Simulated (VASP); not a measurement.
# Sb (Cmmm) in VASP: relaxation of cell and atoms with PBE

Aim: the relaxation of cell and atoms of Sb with PBE.

All numbers are computed with VASP 6.6.1; they aren't measurements. Logs are shortened: lines on timing, memory, paths and dates and some standing lists are left out, and cuts for length are marked.

### 1 The cell of the first run

The structure is orthorhombic, space group Cmmm (No. 65). Conventional cell: a = 3.740 Å, b = 4.495 Å, c = 3.686 Å, α = 90.00°, β = 90.00°, γ = 90.00°. Within 3.9 Å of Sb (site symmetry mmm) lie 8 Sb at 2.92 to 3.74 Å.

The cell was generated, and may not be a known phase.

### 2 Relaxation of cell and atoms, PBE

Input file INCAR:

```
SYSTEM = Sb
ALGO = Normal
EDIFF = 1E-7
EDIFFG = -0.04
ENCUT = 500
GGA = PE
GGA_COMPAT = .False.
IBRION = 2
ISIF = 3
ISMEAR = 0
LASPH = .True.
LCHARG = .False.
LREAL = .False.
LWAVE = .False.
NELM = 120
NELMIN = 4
NSW = 90
PREC = Accurate
SIGMA = 0.1
```

Input file KPOINTS:

```
k-points
0
Gamma
  6 6 6
  0 0 0
```

Input file POSCAR:

```
Sb
1.0
    1.8699283900     -2.2476075300      0.0000000000
    1.8699283900      2.2476075300      0.0000000000
    0.0000000000      0.0000000000      3.6856739100
Sb
1
Direct
    0.0000000000      0.0000000000      0.0000000000
```

Potentials or basis: VASP PAW PBE potentials, release 64 (Sb_d_GW).

Launch:

```console
cat potpaw_PBE.64/Sb_d_GW/POTCAR > POTCAR
mpirun -np 1 vasp_std > vasp.out
```

OUTCAR:

```text
SYSTEM = Sb
   EDIFF = 1E-7
   EDIFFG = -0.04
   ENCUT = 500
   GGA = PE
   IBRION = 2
   ISIF = 3
   ISMEAR = 0
   LASPH = .True.
   LREAL = .False.
   NELM = 120
   NELMIN = 4
   NSW = 90
   PREC = Accurate

 ion  position               nearest neighbor table
   1  0.000  0.000  0.000-

  LATTYP: Found a base centered orthorhombic cell.
 ALAT       =     3.7398567800
 B/A-ratio  =     1.2019751890
 C/A-ratio  =     0.9855120468

  Lattice vectors:

 A1 = (   1.8699283900,  -2.2476075300,   0.0000000000)
 A2 = (   1.8699283900,   2.2476075300,   0.0000000000)
 A3 = (   0.0000000000,   0.0000000000,   3.6856739100)

Analysis of symmetry for initial positions (statically):
=====================================================================
 Subroutine PRICEL returns:
 Original cell was already a primitive cell.

 Routine SETGRP: Setting up the symmetry group for a
 base centered orthorhombic supercell.

 Subroutine GETGRP returns: Found  8 space group operations
 (whereof  8 operations were pure point group operations)
 out of a pool of  8 trial point group operations.

The static configuration has the point symmetry D_2h.

Analysis of symmetry for dynamics (positions and initial velocities):
=====================================================================
 Subroutine PRICEL returns:
 Original cell was already a primitive cell.

 Routine SETGRP: Setting up the symmetry group for a
 base centered orthorhombic supercell.

 Subroutine GETGRP returns: Found  8 space group operations
 (whereof  8 operations were pure point group operations)
 out of a pool of  8 trial point group operations.

The dynamic configuration has the point symmetry D_2h.

 Subroutine INISYM returns: Found  8 space group operations
 (whereof  8 operations are pure point group operations),
 and found     1 'primitive' translations

----------------------------------------------------------------------------------------

                                     Primitive cell

  volume of cell :      30.9808

  direct lattice vectors                    reciprocal lattice vectors
     1.869928390 -2.247607530  0.000000000     0.267389919 -0.222458767  0.000000000
     1.869928390  2.247607530  0.000000000     0.267389919  0.222458767  0.000000000
     0.000000000  0.000000000  3.685673910     0.000000000  0.000000000  0.271320802

  length of vectors
     2.923759873  2.923759873  3.685673910     0.347829371  0.347829371  0.271320802

  position of ions in fractional coordinates (direct lattice)
     0.000000000  0.000000000  0.000000000

  ion indices of the primitive-cell ions
   primitive index   ion index
                 1           1

----------------------------------------------------------------------------------------

 KPOINTS: k-points

Automatic generation of k-mesh.
 Grid dimensions read from file:
 generate k-points for:    6    6    6

 Generating k-lattice:

  Cartesian coordinates                     Fractional coordinates (reciprocal lattice)
     0.044564986 -0.037076461  0.000000000     0.166666667  0.000000000  0.000000000
     0.044564986  0.037076461  0.000000000     0.000000000  0.166666667  0.000000000
     0.000000000  0.000000000  0.045220134     0.000000000  0.000000000  0.166666667

  Length of vectors
     0.057971562  0.057971562  0.045220134

  Shift w.r.t. Gamma in fractional coordinates (k-lattice)
     0.000000000  0.000000000  0.000000000

 Subroutine IBZKPT returns following result:
 ===========================================

 Found     52 irreducible k-points:

 Following reciprocal coordinates:
            Coordinates               Weight
  0.000000  0.000000  0.000000      1.000000
  0.166667  0.000000  0.000000      4.000000
  0.333333  0.000000  0.000000      4.000000
  0.500000 -0.000000  0.000000      2.000000
  0.166667  0.166667  0.000000      2.000000
  0.333333  0.166667  0.000000      4.000000
[... 16 lines left out ...]
  0.333333  0.333333  0.166667      4.000000
  0.500000  0.333333  0.166667      8.000000
 [... further k-points ...]
   k-points           NKPTS =     52   k-points in BZ     NKDIM =     52   number of bands    NBANDS=     11
   number of dos      NEDOS =    301   number of ions     NIONS =      1
   total plane-waves  NPLWV =  16128
   dimension x,y,z NGX =    24 NGY =   24 NGZ =   28
   dimension x,y,z NGXF=    48 NGYF=   48 NGZF=   56
   ions per type =               1
   NGX,Y,Z   is equivalent  to a cutoff of  13.65, 13.65, 12.63 a.u.
   NGXF,Y,Z  is equivalent  to a cutoff of  27.29, 27.29, 25.26 a.u.
 SYSTEM =  Sb
   PREC   = accura    normal or accurate (medium, high low for compatibility)
   ISTART =      0    job   : 0-new  1-cont  2-samecut
   ICHARG =      2    charge: 1-file 2-atom 10-const
   ISPIN  =      1    spin polarized calculation?
   LNONCOLLINEAR =      F non collinear calculations
   LSORBIT =      F    spin-orbit coupling
   LASPH  =      T    aspherical Exc in radial PAW
   ENCUT  =  500.0 eV  36.75 Ry    6.06 a.u.   5.33  5.33  6.72*2*pi/ulx,y,z
   NELM   =    120;   NELMIN=  4; NELMDL= -5     # of ELM steps
   EDIFF  = 0.1E-06   stopping-criterion for ELM
   LREAL  =      F    real-space projection
   EDIFFG = -.4E-01   stopping-criterion for IOM
   NSW    =     90    number of steps for IOM
   IBRION =      2    ionic relax: 0-MD 1-quasi-New 2-CG
   NFREE  =      1    steps in history (QN), initial steepest desc. (CG)
   ISIF   =      3    stress and relaxation
   ISYM   =      2    0-nonsym 1-usesym 2-fastsym
   POTIM  = 0.5000    time-step for ionic-motion
   TEBEG  =    0.0;   TEEND  =   0.0 temperature during run
   PSTRESS=    0.0 pullay stress
   NELECT =      15.0000    total number of electrons
   NUPDOWN=      -1.0000    fix difference up-down
   EMIN   =  10.00;   EMAX   =-10.00  energy-range for DOS
   EFERMI =   0.00;   METHOD = LEGACY
   ISMEAR =     0;   SIGMA  =   0.10  broadening in eV -4-tet -1-fermi 0-gaus
   EFERMI_NEDOS =   21; number of points for ismear=-14 and -15
   IALGO  =     38    algorithm
   IMIX   =      4    mixing-type and parameters
     AMIX     =   0.40;   BMIX     =  1.00
     AMIX_MAG =   1.60;   BMIX_MAG =  1.00
  volume/ion in A,a.u.               =      30.98       209.07
  Fermi-wavevector in a.u.,A,eV,Ry     =   1.285507  2.429256 22.484014  1.652528
  Thomas-Fermi vector in A             =   2.417637
   LORBIT       =      0    0 simple, 1 ext, 2 COOP (PROOUT), +10 PAW based schemes
   GGA     = PE    functional components
   LHFCALC =     F    Hartree Fock is set to
   AEXX    =    0.0000 exact exchange contribution
   IVDW    =     0    specifies the selected vdW correction
   LEPSILON=     F    determine dielectric tensor
   LRPA    =     F    only Hartree local field effects (RPA)
 conjugate gradient relaxation of ions
 non-spin polarized calculation
 Gauss-broadening in eV      SIGMA  =   0.10
  energy-cutoff  :      500.00
  volume of cell :       30.98
 maximum number of plane-waves:       801
 NGX is ok and might be reduce to    24
   NGX = 11   NGY = 11   NGZ = 13

--------------------------------------- Ionic step        1  -------------------------------------------

 number of electron      15.0000006 magnetization

 Free energy of the ion-electron system (eV)
  ---------------------------------------------------
  ext. energy  EPLUGINS =         0.00000000
  ---------------------------------------------------
  free energy    TOTEN  =        -3.81732855 eV

  energy without entropy =       -3.81212393  energy(sigma->0) =       -3.81472624

------------------------ aborting loop because EDIFF is reached ----------------------------------------

  FORCE on cell =-STRESS in cart. coord.  units (eV):
  Direction    XX          YY          ZZ          XY          YZ          ZX
  --------------------------------------------------------------------------------------
  -------------------------------------------------------------------------------------
  Total        2.1153950      1.4337390     -1.6141008      0.0000000      0.0000000      0.0000000
  in kB      109.3980811     74.1461012    -83.4735471      0.0000000      0.0000000      0.0000000
  external PRESSURE =      33.3568784 kB  Pullay stress =       0.0000000 kB
[... 86 lines left out ...]
  FREE ENERGIE OF THE ION-ELECTRON SYSTEM (eV)
  ---------------------------------------------------
  free  energy   TOTEN  =        -4.0347030199 eV

  energy  without entropy=       -4.0303170578  energy(sigma->0) =       -4.03251004

[... ionic steps 4 to 7 ...]

--------------------------------------- Ionic step        8  -------------------------------------------

 number of electron      14.9999995 magnetization

------------------------ aborting loop because EDIFF is reached ----------------------------------------

  FORCE on cell =-STRESS in cart. coord.  units (eV):
  Direction    XX          YY          ZZ          XY          YZ          ZX
  --------------------------------------------------------------------------------------
  -------------------------------------------------------------------------------------
  Total       -0.0217807     -0.0823594     -0.1014182      0.0000000      0.0000000      0.0000000
  in kB       -1.1377873     -4.3023212     -5.2979193      0.0000000      0.0000000      0.0000000
  external PRESSURE =      -3.5793426 kB  Pullay stress =       0.0000000 kB
[... 55 lines left out ...]
  energy  without entropy=       -4.1266528186  energy(sigma->0) =       -4.12957199

--------------------------------------- Ionic step       10  -------------------------------------------

 number of electron      14.9999997 magnetization

 Free energy of the ion-electron system (eV)
  ---------------------------------------------------
  ext. energy  EPLUGINS =         0.00000000
  ---------------------------------------------------
  free energy    TOTEN  =        -4.13260859 eV

  energy without entropy =       -4.12695959  energy(sigma->0) =       -4.12978409

 E-fermi :   5.2284     XC(G=0):  -9.8979

 val. band max:        5.2113922568   @ k =   0.5000   0.3333   0.3333
 cond. band min:       5.2308486383   @ k =   0.1667   0.0000   0.1667
 fundamental gap:      0.0194563815
 Fermi energy:         5.2283914582

 k-point     1 :       0.0000    0.0000    0.0000
  band No.  band energies     occupation
      1     -24.1573      2.00000
      2     -24.1481      2.00000
      3     -23.9901      2.00000
      4     -23.9898      2.00000
      5     -23.9882      2.00000
      6      -7.2428      2.00000
      7       8.0846      0.00000
      8       8.2476      0.00000
      9       8.3131      0.00000
     10      12.0403      0.00000
     11      12.1505      0.00000
[... 309 lines left out ...]
 k-point    24 :       0.5000    0.3333    0.1667
  band No.  band energies     occupation
      1     -24.0709      2.00000
      2     -24.0429      2.00000
      3     -24.0410      2.00000
      4     -24.0285      2.00000
      5     -23.9477      2.00000
      6      -2.9405      2.00000
      7       1.2296      2.00000
      8       3.8410      2.00000
      9       8.5490      0.00000
     10       9.1182      0.00000
     11      13.5195      0.00000

 [... further k-points ...]
[... 5 lines left out ...]
  --------------------------------------------------------------------------------------
  -------------------------------------------------------------------------------------
  Total        0.0273060      0.0017192     -0.0028784      0.0000000      0.0000000      0.0000000
  in kB        1.4386472      0.0905796     -0.1516515      0.0000000      0.0000000      0.0000000
  external PRESSURE =       0.4591918 kB  Pullay stress =       0.0000000 kB
[... 16 lines left out ...]
  FREE ENERGIE OF THE ION-ELECTRON SYSTEM (eV)
  ---------------------------------------------------
  free  energy   TOTEN  =        -4.1326085947 eV

  energy  without entropy=       -4.1269595940  energy(sigma->0) =       -4.12978409

 reached required accuracy - stopping structural energy minimisation
```

Wall time 3 min (1 thread of Intel Xeon Platinum 8259CL at 2.50GHz (Skylake/Cascade Lake), shared host); peak memory 0.17 GiB.

What came out:

* Free energy: -4.1326 eV
* Relaxed volume: 30.41 Å³/atom
* Relaxed cell: a = 3.114 Å, b = 3.114 Å, c = 3.136 Å, α = 90.00°, β = 90.00°, γ = 90.82°
* Space group after relaxing (to 0.1 Å): Pm-3m (No. 221)
* Energy gained by relaxing: 315.3 meV/atom
* Ionic steps: 10
* Pressure after relaxing: 0.0 GPa
* Band gap on the k mesh: zero (an odd number of electrons rules out a gap without spin polarisation)

Step by step:
| step | energy change (eV) | largest force (eV/Å) | pressure (GPa) | volume (Å³) |
| --- | --- | --- | --- | --- |
| 1 | 0.0000 | 0.0000 | 3.34 | 30.98 |
| 2 | -0.2174 | 0.0000 | -4.32 | 33.66 |
| 3 | -0.2174 | 0.0000 | -4.36 | 33.66 |
| 4 | -0.3062 | 0.0000 | 0.22 | 30.35 |
| 5 | -0.3062 | 0.0000 | 0.16 | 30.38 |
| 6 | -0.3107 | 0.0000 | -0.06 | 30.48 |
| 7 | -0.3147 | 0.0000 | -0.33 | 30.64 |
| 8 | -0.3149 | 0.0000 | -0.36 | 30.67 |
| 9 | -0.3152 | 0.0000 | 0.26 | 30.26 |
| 10 | -0.3153 | 0.0000 | 0.05 | 30.41 |

Final structure:
```yaml
crystal:
  lattice:
    - [2.18616, -2.21772, 0.00000]
    - [2.18616, 2.21772, 0.00000]
    - [0.00000, 0.00000, 3.13614]
  atoms:
    - { symbol: Sb, position: [0.00000, 0.00000, 0.00000] }
```

Levels at points of the mesh, in eV from the Fermi level:
```csv
k point,band 3,band 4,band 5,band 6,band 7,band 8,band 9,band 10,band 11
"(0.00, 0.00, 0.00)",-29.22,-29.22,-29.22,-12.47,2.86,3.02,3.08,6.81,6.92
"(0.50, 0.00, 0.00)",-29.26,-29.23,-29.21,-10.08,-5.68,4.82,5.01,9.18,10.25
"(0.50, 0.50, 0.00)",-29.26,-29.25,-29.15,-7.56,-3.75,-3.59,2.05,6.80,12.71
"(0.00, 0.00, 0.50)",-29.26,-29.24,-29.21,-10.17,-5.66,4.91,4.98,9.20,10.35
"(0.50, 0.00, 0.50)",-29.26,-29.25,-29.15,-7.66,-3.73,-3.64,2.03,6.93,12.86
"(0.50, 0.50, 0.50)",-29.30,-29.15,-29.15,-4.88,-1.92,-1.76,-1.74,4.61,4.65
```

Caveat: the k points lie up to 0.34 Å⁻¹ apart in the final cell, too coarse for converged energies and pressures of a metal; spin-orbit coupling is left out, which moves the levels of the heavy elements.
